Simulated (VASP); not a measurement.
# Ta8C8F (a cell with a defect) in VASP: single point with PBE

Aim: the single point of Ta8C8F (a cell with a defect) with PBE.

Program: VASP 6.6.1. These are calculated values, not measurements. Logs are shortened: lines on timing, memory, paths and dates and some standing lists are left out, and cuts for length are marked.

### 1 The cell of the first run

The cell holds a defect, 17 atoms: a = 6.299 Å, b = 6.299 Å, c = 6.299 Å, α = 60.00°, β = 60.00°, γ = 60.00°.

### 2 Single point, PBE

Contents of INCAR:

```
PREC = Accurate
ENCUT = 520
EDIFF = 1E-6
ISMEAR = -1
SIGMA = 0.1
LREAL = Auto
LASPH = T
NELM = 120
ALGO = Normal
ISIF = 2
LWAVE = F
LCHARG = F
GGA = PE
NBANDS = 86
GGA_COMPAT = F
```

Contents of KPOINTS:

```
regular mesh
0
Gamma
  2 2 2
```

Contents of POSCAR:

```
Ta8C8F
1.0
    0.0000000000      4.4540000000      4.4540000000
    4.4540000000      0.0000000000      4.4540000000
    4.4540000000      4.4540000000      0.0000000000
Ta C F
8 8 1
Direct
   -0.0016421005     -0.0023897307     -0.0005186798
   -0.0016396024     -0.0023931888      0.5046535962
   -0.0017156062      0.5028958541     -0.0005328136
    0.0285096802      0.4892602549      0.4911702734
    0.5035788013     -0.0023870096     -0.0005420108
    0.4900479923      0.0278064755      0.4911241578
    0.4899569297      0.4892694465      0.0297414934
    0.4899590448      0.4892672297      0.4911472149
    0.2485613828      0.2478479399      0.2497422838
    0.2485630942      0.2478501920      0.7539540224
    0.2485612345      0.7520798578      0.2497340668
    0.2171932919      0.7597075378      0.7616031903
    0.7527824390      0.2478566776      0.2497358174
    0.7604415326      0.2164991545      0.7615809718
    0.7604136854      0.7597118557      0.2184097022
    0.7604157194      0.7597089923      0.7615767035
    0.6245712811      0.6239380609      0.6258016104
```

Potentials or basis: VASP PAW PBE potentials, release 64 (Ta_sv_GW, C, F).

The run is started by

```sh
$ cat potpaw_PBE.64/Ta_sv_GW/POTCAR potpaw_PBE.64/C/POTCAR potpaw_PBE.64/F/POTCAR > POTCAR
$ mpirun -np 1 vasp_std > vasp.out
```

OUTCAR:

```text
PREC = Accurate
   ENCUT = 520
   EDIFF = 1E-6
   ISMEAR = -1
   LREAL = Auto
   LASPH = T
   NELM = 120
   ISIF = 2
   GGA = PE

 ion  position               nearest neighbor table
   1  0.998  0.998  0.999-  12 2.12  14 2.12  15 2.12  10 2.23  11 2.23  13 2.23   3 3.12   5 3.12
                             2 3.12   7 3.15   6 3.15   4 3.15   4 3.15   6 3.15   7 3.15   2 3.18
   2  0.998  0.998  0.505-  12 2.12  14 2.12  16 2.12   9 2.23  11 2.23  13 2.23   3 3.12   5 3.12
                             1 3.12   8 3.15   6 3.15   4 3.15   4 3.15   6 3.15   8 3.15   1 3.18
   3  0.998  0.503  0.999-  12 2.12  15 2.12  16 2.12  13 2.23   9 2.23  10 2.23   5 3.12   1 3.12
                             2 3.12   4 3.15   7 3.15   8 3.15   4 3.15   8 3.15   7 3.15   2 3.18
   4  0.029  0.489  0.491-  17 2.08  10 2.15   9 2.15  11 2.15  14 2.41  16 2.41  15 2.41   7 2.91
                             8 2.91   6 2.91   1 3.15   2 3.15   3 3.15   3 3.15   2 3.15   1 3.15
   5  0.504  0.998  0.999-  14 2.12  16 2.12  15 2.12   9 2.23  10 2.23  11 2.23   3 3.12   1 3.12
                             2 3.12   8 3.15   7 3.15   6 3.15   6 3.15   7 3.15   8 3.15   2 3.18
   6  0.490  0.028  0.491-  17 2.08  13 2.15   9 2.15  10 2.15  15 2.41  16 2.41  12 2.41   7 2.91
                             8 2.91   4 2.91   1 3.15   2 3.15   5 3.15   5 3.15   2 3.15   1 3.15
   7  0.490  0.489  0.030-  17 2.08  11 2.15   9 2.15  13 2.15  16 2.41  12 2.41  14 2.41   8 2.91
                             6 2.91   4 2.91   1 3.15   5 3.15   3 3.15   3 3.15   5 3.15   1 3.15
   8  0.490  0.489  0.491-  17 2.08  11 2.15  10 2.15  13 2.15  12 2.41  15 2.41  14 2.41   7 2.91
                             6 2.91   4 2.91   2 3.15   5 3.15   3 3.15   3 3.15   5 3.15   2 3.15
   9  0.249  0.248  0.250-   7 2.15   4 2.15   6 2.15   2 2.23   5 2.23   3 2.23
  10  0.249  0.248  0.754-   8 2.15   4 2.15   6 2.15   1 2.23   5 2.23   3 2.23
  11  0.249  0.752  0.250-   7 2.15   8 2.15   4 2.15   2 2.23   1 2.23   5 2.23
  12  0.217  0.760  0.762-   3 2.12   1 2.12   2 2.12   8 2.41   7 2.41   6 2.41
  13  0.753  0.248  0.250-   6 2.15   7 2.15   8 2.15   2 2.23   1 2.23   3 2.23
  14  0.760  0.216  0.762-   5 2.12   1 2.12   2 2.12   4 2.41   8 2.41   7 2.41
  15  0.760  0.760  0.218-   3 2.12   5 2.12   1 2.12   6 2.41   4 2.41   8 2.41
  16  0.760  0.760  0.762-   3 2.12   5 2.12   2 2.12   6 2.41   4 2.41   7 2.41
  17  0.625  0.624  0.626-   6 2.08   8 2.08   4 2.08   7 2.08

  LATTYP: Found a face centered cubic cell.
 ALAT       =     8.9080000000

  Lattice vectors:

 A1 = (   0.0000000000,   4.4540000000,   4.4540000000)
 A2 = (   4.4540000000,   0.0000000000,   4.4540000000)
 A3 = (   4.4540000000,   4.4540000000,   0.0000000000)

Analysis of symmetry for initial positions (statically):
=====================================================================
 Subroutine PRICEL returns:
 Original cell was already a primitive cell.

 Routine SETGRP: Setting up the symmetry group for a
 face centered cubic supercell.

 Subroutine GETGRP returns: Found  1 space group operations
[... 146 lines left out ...]
   EFERMI_NEDOS =   21; number of points for ismear=-14 and -15
   IALGO  =     38    algorithm
   IMIX   =      4    mixing-type and parameters
     AMIX     =   0.40;   BMIX     =  1.00
     AMIX_MAG =   1.60;   BMIX_MAG =  1.00
  volume/ion in A,a.u.               =      10.40        70.15
  Fermi-wavevector in a.u.,A,eV,Ry     =   1.525551  2.882873 31.664904  2.327305
  Thomas-Fermi vector in A             =   2.633706
   LORBIT       =      0    0 simple, 1 ext, 2 COOP (PROOUT), +10 PAW based schemes
   GGA     = PE    functional components
   LHFCALC =     F    Hartree Fock is set to
   AEXX    =    0.0000 exact exchange contribution
   IVDW    =     0    specifies the selected vdW correction
   LEPSILON=     F    determine dielectric tensor
   LRPA    =     F    only Hartree local field effects (RPA)
 non-spin polarized calculation
  energy-cutoff  :      520.00
  volume of cell :      176.72
 maximum number of plane-waves:      4800
 NGX is ok and might be reduce to    48
   NGX = 23   NGY = 23   NGZ = 23

 number of electron     142.9999998 magnetization

 Free energy of the ion-electron system (eV)
  ---------------------------------------------------
  ext. energy  EPLUGINS =         0.00000000
  ---------------------------------------------------
  free energy    TOTEN  =      -194.75648445 eV

  energy without entropy =     -194.61289722  energy(sigma->0) =     -194.68469084

 E-fermi :  12.6861     XC(G=0): -13.7016

 val. band max:       12.5275316290   @ k =   0.0000   0.0000   0.5000
 cond. band min:      12.9368839987   @ k =   0.0000   0.0000   0.0000
 fundamental gap:      0.4093523696
 Fermi energy:        12.6861324528

 k-point     1 :       0.0000    0.0000    0.0000
  band No.  band energies     occupation
      1     -56.1417      2.00000
      2     -56.0895      2.00000
      3     -56.0892      2.00000
      4     -56.0889      2.00000
      5     -55.8847      2.00000
      6     -55.8544      2.00000
[... 677 lines left out ...]
     82      15.3769      0.00000
     83      15.4059      0.00000
 [bands above 83 left out]

------------------------ aborting loop because EDIFF is reached ----------------------------------------

  FORCE on cell =-STRESS in cart. coord.  units (eV):
  Direction    XX          YY          ZZ          XY          YZ          ZX
  --------------------------------------------------------------------------------------
  -------------------------------------------------------------------------------------
  Total       29.5687478     29.5655646     29.5731809      0.0020992     -0.0048986      0.0053112
  in kB      268.0790539    268.0501941    268.1192451      0.0190320     -0.0444123      0.0481528
  external PRESSURE =     268.0828311 kB  Pullay stress =       0.0000000 kB

 VOLUME and BASIS-vectors are now :
 -----------------------------------------------------------------------------
  energy-cutoff  :      520.00
  volume of cell :      176.72
      direct lattice vectors                 reciprocal lattice vectors
     0.000000000  4.454000000  4.454000000    -0.112258644  0.112258644  0.112258644
     4.454000000  0.000000000  4.454000000     0.112258644 -0.112258644  0.112258644
     4.454000000  4.454000000  0.000000000     0.112258644  0.112258644 -0.112258644

 POSITION                                       TOTAL-FORCE (eV/Angst)
 -----------------------------------------------------------------------------------
      8.89505      8.89838      8.89004         0.019878      0.020045      0.018369
      6.69107      6.69442      8.89004        -0.019771     -0.019717      0.018285
      6.69152      8.89799      6.68626        -0.023966      0.023941     -0.025148
      4.36684      2.31465      2.30615        -0.004880      0.004953      0.002292
      8.89495      6.69453      6.68631         0.021150     -0.021124     -0.023512
      2.31132      4.37014      2.30652         0.005223     -0.004982      0.001833
[... 9 lines left out ...]
      6.77581      6.77895      6.77064         0.018361      0.011918      0.025005
      5.56634      5.56916      5.56086        -0.003866      0.004662     -0.012146
 -----------------------------------------------------------------------------------
    total drift:                                0.008255     -0.009931      0.017315

  FREE ENERGIE OF THE ION-ELECTRON SYSTEM (eV)
  ---------------------------------------------------
  free  energy   TOTEN  =      -194.7564844549 eV

  energy  without entropy=     -194.6128972169  energy(sigma->0) =     -194.68469084
```

OSZICAR:

```text
N       E                     dE             d eps       ncg     rms          rms(c)
DAV:   1     0.126493524026E+04    0.12649E+04   -0.88256E+04  1400   0.169E+03
DAV:   2    -0.130048738635E+03   -0.13950E+04   -0.13564E+04  1696   0.432E+02
DAV:   3    -0.232811711041E+03   -0.10276E+03   -0.10171E+03  1696   0.114E+02
DAV:   4    -0.235483388345E+03   -0.26717E+01   -0.26644E+01  1736   0.190E+01
[... 14 lines left out ...]
DAV:  19    -0.194756512432E+03   -0.11480E-04   -0.11075E-04  1704   0.368E-02    0.880E-01
DAV:  20    -0.194756487250E+03    0.25182E-04   -0.22960E-04  1664   0.472E-02    0.565E-01
DAV:  21    -0.194756485489E+03    0.17607E-05   -0.10409E-05  1360   0.117E-02    0.222E-01
DAV:  22    -0.194756484535E+03    0.95410E-06   -0.12792E-05  1496   0.109E-02    0.187E-01
DAV:  23    -0.194756484455E+03    0.80376E-07   -0.52847E-07   888   0.293E-03
   1 F= -.19475648E+03 E0= -.19468469E+03  d E =-.143587E+00
```

Run time: 8.2 min. Hardware: 1 thread of Intel Xeon 6975P-C (Granite Rapids), shared host; peak memory 0.36 GiB.

What came out:

- Free energy: -194.7565 eV
- Pressure: 26.8 GPa
- Largest force: 0.044 eV/Å
- Band gap on the k mesh: zero (an odd number of electrons rules out a gap without spin polarisation)

Forces in eV/Å, atoms in the order of the input:
```
Ta   0.020  0.020  0.018
Ta  -0.020 -0.020  0.018
Ta  -0.024  0.024 -0.025
Ta  -0.005  0.005  0.002
Ta   0.021 -0.021 -0.024
Ta   0.005 -0.005  0.002
Ta   0.002  0.003 -0.003
Ta  -0.003 -0.002 -0.003
C    0.023  0.024  0.025
C   -0.023 -0.024  0.025
C   -0.023  0.023 -0.025
C    0.016 -0.016 -0.012
C    0.026 -0.026 -0.023
C   -0.016  0.016 -0.013
C   -0.012 -0.017  0.024
C    0.018  0.012  0.025
F   -0.004  0.005 -0.012
```

Caveat: the k points lie up to 0.61 Å⁻¹ apart, too coarse for converged energies and pressures of a metal; spin-orbit coupling is left out, which moves the levels of the heavy elements; an odd number of electrons without spin polarisation forces a metal; a magnetic or distorted state may lie lower.
